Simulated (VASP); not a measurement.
Set up this calculation in VASP 6.6.1, as the native input.

```
Task                   : single point
Functional             : LDA
Potentials or basis    : VASP PAW LDA potentials, release 64 (Ti_sv, Al)
Cutoff                 : 520 eV
k mesh                 : 12 × 12 × 12
Occupations            : gaussian, width 0.15 eV
Spin                   : no spin polarisation
Dipole correction      : no
Further INCAR settings : ALGO = Fast; EDIFF = 1e-07; NBANDS = 27
```

The structure of TiAl2 lies in POSCAR:

```
TiAl2
1.0
    1.9469305228     -6.0201183363      0.0000000000
    1.9469305228      6.0201183363      0.0000000000
    0.0000000000      0.0000000000      4.1795099339
Ti Al
2 4
Direct
    0.6560576955      0.3439423045      0.0000000000
    0.3439423045      0.6560576955      0.0000000000
    0.0000000000      0.0000000000      0.0000000000
    0.8269820961      0.1730179039      0.5000000000
    0.1730179039      0.8269820961      0.5000000000
    0.5000000000      0.5000000000      0.5000000000
```

The input as run:

INCAR

```
SYSTEM = TiAl2
PREC = Accurate ; ENCUT = 520
EDIFF = 1E-7 ; ISMEAR = 0
SIGMA = 0.15 ; LREAL = .False.
LASPH = .True. ; NELM = 80
ALGO = Fast ; ISIF = 2
LWAVE = .False. ; LCHARG = .True.
GGA = CA ; LELF = .True.
LVHAR = .True. ; NBANDS = 27
```

KPOINTS

```
Automatic mesh
0
Gamma
  12 12 12
  0 0 0
```

Potentials or basis: VASP PAW LDA potentials, release 64 (Ti_sv, Al).

Run with:

```sh
$ cat potpaw_LDA.64/Ti_sv/POTCAR potpaw_LDA.64/Al/POTCAR > POTCAR
$ mpirun -np 1 vasp_std > vasp.out
```

Results of the run:

```
Pressure               : -7.6 GPa
Largest force          : 0.120 eV/Å
Band gap on the k mesh : zero (bands 18 and 19 overlap by 1.19 eV)
```

Caveat: the stress differs along the axes, from -12 to -5 GPa.

Run time: 55 min on 1 thread of Intel(R) Xeon(R) Platinum 8488C (Sapphire Rapids) (shared host), peak memory 0.69 GiB.
